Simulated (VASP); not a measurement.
BAs, 2 atoms in the cell. The structure is tetragonal, space group I-4m2 (No. 119). The conventional cell has a = 3.518 Å, b = 3.518 Å, c = 4.695 Å, α = 90.00°, β = 90.00°, γ = 90.00°. B (site symmetry -4m2) has 4 As at 2.11 Å within 2.8 Å. As (site symmetry -4m2) has 4 B at 2.11 Å within 2.8 Å.  This cell differs from its parent crystal: epitaxial xy strain +4.0%.

- Program: VASP 6.6.1
- Task: single point
- Functional: PBE
- Potentials or basis: VASP PAW PBE potentials, release 64 (B, As)
- Cutoff: 520 eV
- k mesh: 6 × 6 × 6
- Occupations: gaussian, width 0.01 eV
- Spin: no spin polarisation
- Dipole correction: no
- Further INCAR settings: ALGO = Normal; EDIFF = 1e-06; NBANDS = 11

Potentials or basis: VASP PAW PBE potentials, release 64 (B, As).

The run is started by

```console
$ cat potpaw_PBE.64/B/POTCAR potpaw_PBE.64/As/POTCAR > POTCAR
$ mpirun -np 1 vasp_std > vasp.out
```

Hardware: 1 thread of Intel Xeon 8259CL, with other jobs on the host.

Problem. How long does it take, and how much memory?

Solution. Wall time 14 s on 1 thread of Intel Xeon 8259CL, with other jobs on the host, peak memory 0.16 GiB. Counts: scf iterations 12, k points 30.
